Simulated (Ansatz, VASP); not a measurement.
Two plane-wave programs on SrVO3

```xyz
5
Lattice="3.8409 0.0000 0.0000 0.0000 3.8409 0.0000 0.0000 0.0000 3.8409" Properties=species:S:1:pos:R:3 pbc="T T T"
Sr    1.9204    1.9204    1.9204
V     0.0000    0.0000    0.0000
O     1.9204    0.0000    0.0000
O     0.0000    1.9204    0.0000
O     0.0000    0.0000    1.9204
```

Alike in both runs: task single point; functional r2SCAN; k mesh 5 × 5 × 5; occupations gaussian, width 0.05 eV; collinear spin; Hubbard terms V d U = 4.0 eV.

```csv
,VASP,Ansatz
version,VASP 6.6.1,Ansatz 0.2.0
potentials or method,"VASP PAW PBE potentials, release 64 (Sr_sv, V_sv, O), cutoff 520 eV","scalar-relativistic, plane waves, PAW"
valence electrons in the cell,41,41
```

```tsv
	VASP	Ansatz	Ansatz less VASP
gap on the k mesh at the Fermi level (eV)	none	none	-
pressure (GPa)	5.1	2.6	-2.54
net moment per atom (μB)	0.20	0.20	0.000
size of the moment on the site where the two differ most (μB)	1.20	1.03	-0.175
```

VASP's potentials were made for PBE, not for r2SCAN. Site moments also hang on the region over which each program counts them. The programs project onto different local orbitals, so the same U acts differently, and such runs can settle in different states. A gap of «none» marks a metal or a gap that the smearing closes. Ansatz's warnings: filled band counts differ across k points, stability check not made.
